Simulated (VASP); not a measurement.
A run of VASP 6.6.1 is set up as follows.

The input INCAR:

```
ALGO     = Normal         # electronic algorithm
EDIFF    = 1E-6           # SCF threshold, eV
EDIFFG   = -0.08          # ionic threshold
ENCUT    = 600            # plane-wave cutoff, eV
GGA      = PE             # functional
IBRION   = 2              # ionic algorithm
ISIF     = 3              # what is computed and relaxed
ISMEAR   = 0              # smearing method
ISPIN    = 2              # spin polarisation
LASPH    = T              # aspherical terms in the spheres
LCHARG   = F              # write CHGCAR
LMAXMIX  = 4              # l up to which the mixer works
LORBIT   = 11             # projections on sites
LREAL    = F              # projectors in reciprocal space
LWAVE    = F              # write WAVECAR
MAGMOM   = 0 1 1 0 0 0 0  # initial moments
NELM     = 150            # most SCF steps
NSW      = 36             # ionic steps
PREC     = Accurate       # precision mode
SIGMA    = 0.15           # smearing width, eV
```

KPOINTS

```
k-points
0
Gamma
  5 5 1
```

Contents of POSCAR:

```
SrTi2O4
1.0
    2.9595843900      0.0000000000      0.0000000000
   -1.4797921900      2.5630752600      0.0000000000
    0.0000000000      0.0000000000     11.3579996300
Sr Ti O
1 2 4
Direct
    0.0000000000      0.0000000000      0.5000000000
    0.0000000000      0.0000000000      0.2469690000
    0.0000000000      0.0000000000      0.7530310000
    0.3333333300      0.6666666700      0.3704940100
    0.6666666700      0.3333333300      0.6295059900
    0.6666666700      0.3333333300      0.8714460100
    0.3333333300      0.6666666700      0.1285539900
```

Potentials or basis: VASP PAW PBE potentials, release 64 (Sr_sv, Ti_sv, O).

Launch:

```console
$ cat potpaw_PBE.64/Sr_sv/POTCAR potpaw_PBE.64/Ti_sv/POTCAR potpaw_PBE.64/O/POTCAR > POTCAR
$ mpirun -np 1 vasp_std > vasp.out
```

Q: Estimate the space group after relaxing (to 0.05 Å).

A: P-3m1 (No. 164).

Q: What does it give for the relaxed volume?

A: 13.25 Å³/atom.

Q: Estimate the net moment.

A: 1.51 μB per cell.

Forces on the atoms (eV/Å):
```
Sr   0.000  0.000  0.000
Ti   0.000  0.000 -0.012
Ti   0.000  0.000  0.012
O    0.000  0.000  0.057
O    0.000  0.000 -0.057
O    0.000  0.000  0.064
O    0.000  0.000 -0.064
```

Caveat: the k points lie up to 0.53 Å⁻¹ apart in the final cell; the relaxation stopped at a loose force limit of 0.08 eV/Å, so its end isn't a converged minimum.
